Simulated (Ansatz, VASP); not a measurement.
**Sc: VASP beside Ansatz**

```xyz
2
Lattice="3.2296 0.0000 0.0000 -1.6148 2.7969 0.0000 0.0000 0.0000 4.9862" Properties=species:S:1:pos:R:3 pbc="T T T"
Sc    0.0000    1.8646    1.2466
Sc    1.6148    0.9323    3.7397
```

Alike in both runs: functional LDA; k mesh 12 × 12 × 8; occupations gaussian, width 0.1 eV; no spin polarisation.

Ansatz relaxed the structure, and its values are those at the end. VASP's run is a single point on that final structure, the one shown.

|  | VASP | Ansatz |
| --- | --- | --- |
| version | VASP 6.6.1 | Ansatz 0.2.0 |
| potentials or method | VASP PAW LDA potentials, release 64 (Sc_sv), cutoff 520 eV | scalar-relativistic, plane waves, PAW |
| valence electrons in the cell | 22 | 22 |

```tsv
	VASP	Ansatz	Ansatz less VASP
gap on the k mesh at the Fermi level (eV)	none	none	-
pressure (GPa)	0.1	0.0	-0.09
```

Ansatz warns that its potentials were made for another functional, while VASP's fit it. LDA's correlation is that of Perdew and Zunger in VASP and of Perdew and Wang (1992) in Ansatz. A gap of «none» marks a metal or a gap that the smearing closes.
